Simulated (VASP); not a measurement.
A run of VASP 6.6.1:

The input INCAR:

```
SYSTEM = KF
ALGO = Normal
EDIFF = 1E-6
ENCUT = 520
GGA = PE
ISIF = 2
ISMEAR = 0
LASPH = .True.
LCHARG = .True.
LELF = .True.
LREAL = .False.
LVHAR = .True.
LWAVE = .False.
NBANDS = 15
NELM = 80
PREC = Accurate
SIGMA = 0.01
```

Contents of KPOINTS:

```
k-points
0
Gamma
  5 5 5
  0 0 0
```

File POSCAR:

```
KF
1.0
    0.0000000000      2.6544130000      2.6544130000
    2.6544130000      0.0000000000      2.6544130000
    2.6544130000      2.6544130000      0.0000000000
K F
1 1
Direct
    0.0000000000      0.0000000000      0.0000000000
    0.5000000000      0.5000000000      0.5000000000
```

Potentials or basis: VASP PAW PBE potentials, release 64 (K_sv, F).

Command:

```bash
$ cat potpaw_PBE.64/K_sv/POTCAR potpaw_PBE.64/F/POTCAR > POTCAR
$ mpirun -np 1 vasp_std > vasp.out
```

Hardware: 1 thread of Intel(R) Xeon(R) Platinum 8488C (Sapphire Rapids), on a shared host.

Task: How long does it take, and how much memory?

Result: It took 6.8 s on 1 thread of Intel(R) Xeon(R) Platinum 8488C (Sapphire Rapids) (shared host), peak memory 0.15 GiB. Counts: scf iterations 13, k points 10.
